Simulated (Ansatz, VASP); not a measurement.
**Two plane-wave programs on FeCu**

```
CELL_PARAMETERS angstrom
1.42537 -1.97010 0.00000
1.42537 1.97010 0.00000
0.00000 0.00000 4.10102
ATOMIC_POSITIONS crystal
Fe 0.00000 0.00000 0.00000
Cu 0.50000 0.50000 0.50000
```

Alike in both runs: task single point; functional PBEsol; k mesh 12 × 12 × 7; occupations gaussian, width 0.1 eV; collinear spin.

|  | VASP | Ansatz |
| --- | --- | --- |
| version | VASP 6.6.1 | Ansatz 0.2.0 |
| potentials or method | VASP PAW PBE potentials, release 64 (Fe, Cu), cutoff 520 eV | plane waves, PAW |
| valence electrons in the cell | 19 | 35 |

Ansatz gave:

| Quantity | Value |
| --- | --- |
| net moment per atom (μB) | 1.27 |
| size of the moment on the site where the two differ most (μB) | 0.10 |

Question: Estimate VASP's values.

Answer: net moment per atom (μB): 1.27; size of the moment on the site where the two differ most (μB): 0.07.

VASP's potentials were made for PBE, not for PBEsol. Site moments also hang on the region over which each program counts them. VASP's potentials hold 19 valence electrons a cell and Ansatz's 35, so a difference there can come from the potentials and not from the codes.
